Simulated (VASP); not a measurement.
Write the native input for VASP 6.6.1 that does the following.

```
Task                   : single point
Functional             : PBE
Potentials or basis    : VASP PAW PBE potentials, release 64 (H, Mo_sv)
Cutoff                 : 520 eV
k mesh                 : 6 × 6 × 6
Occupations            : gaussian, width 0.1 eV
Spin                   : collinear spin
Starting moments       : [0.0, 0.0, 0.0, 1.0] μB
Dipole correction      : no
Further INCAR settings : ALGO = Normal; EDIFF = 1e-06; NBANDS = 20
```

The structure of MoH3 lies in POSCAR:

```
MoH3
1.0
    1.4925014397     -3.1143582128      0.0000000000
    1.4925014397      3.1143582128      0.0000000000
    0.0000000000      0.0000000000      2.8179391518
H Mo
3 1
Direct
    0.3105004878      0.6894995122      0.0000000000
    0.6894995122      0.3105004878      0.0000000000
    0.5000000000      0.5000000000      0.5000000000
    0.0000000000      0.0000000000      0.0000000000
```

The cell was built from a structure type or drawn by symmetry, and may not be a known phase.

One way to write it, as run:

INCAR

```
PREC = Accurate
ENCUT = 520
EDIFF = 1E-6
ISMEAR = 0
SIGMA = 0.1
LREAL = False
LASPH = True
NELM = 150
ALGO = Normal
ISIF = 2
LWAVE = False
LCHARG = False
ISPIN = 2
MAGMOM = 0 0 0 1
LORBIT = 11
LMAXMIX = 4
GGA = PE
NBANDS = 20
```

KPOINTS

```
regular mesh
0
Gamma
  6 6 6
```

Potentials or basis: VASP PAW PBE potentials, release 64 (H, Mo_sv).

Run with:

```sh
$ cat potpaw_PBE.64/H/POTCAR potpaw_PBE.64/Mo_sv/POTCAR > POTCAR
$ mpirun -np 1 vasp_std > vasp.out
```

Results of the run:

The pressure is -0.1 GPa and the largest force is 0.021 eV/Å. The net moment is 0.00 μB per cell and the valence electrons inside the program's atomic spheres are H 0.56, 0.53 (each value once); Mo 12.50.

Caveat: the k points lie up to 0.39 Å⁻¹ apart.

It took 100 s on 1 thread of Intel Xeon 8259CL (shared host), peak memory 0.19 GiB.
